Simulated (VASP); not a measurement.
Crystal: Re.

```xyz
2
Lattice="2.7608 0.0000 0.0000 -1.3804 2.3909 0.0000 0.0000 0.0000 4.4582" Properties=species:S:1:pos:R:3 pbc="T T T"
Re    0.0000    1.5939    1.1145
Re    1.3804    0.7970    3.3436
```

* Program: VASP 6.6.1
* Task: relaxation of cell and atoms
* Functional: LDA
* Potentials or basis: VASP PAW LDA potentials, release 64 (Re_sv_GW)
* Cutoff: 500 eV
* k mesh: 9 × 9 × 4
* Occupations: gaussian, width 0.1 eV
* Spin: no spin polarisation

At the start: pressure -11.2 GPa; volume 14.71 Å³/atom.

Task: Where does the relaxation end?

Result: Over 4 steps the energy falls by 14.9 meV/atom and the volume is 14.30 Å³/atom (-2.8 %); space group P6_3/mmc (No. 194, to 0.1 Å) before and after.

Step by step:
```csv
step,energy change (eV),largest force (eV/Å),pressure (GPa),volume (Å³)
1,0.0000,0.0000,-11.17,29.43
2,0.6026,0.0000,68.06,25.27
3,-0.0296,0.0000,-0.71,28.65
4,-0.0297,0.0000,-0.09,28.61
```

Final structure:
```cif
data_structure
_symmetry_space_group_name_H-M 'P 1'
_symmetry_Int_Tables_number 1
_cell_length_a 2.7355
_cell_length_b 2.7355
_cell_length_c 4.4141
_cell_angle_alpha 90.000
_cell_angle_beta 90.000
_cell_angle_gamma 120.000
_cell_volume 28.61
loop_
_atom_site_label
_atom_site_type_symbol
_atom_site_fract_x
_atom_site_fract_y
_atom_site_fract_z
_atom_site_occupancy
Re1 Re 0.33333 0.66667 0.25000 1
Re2 Re 0.66667 0.33333 0.75000 1
```
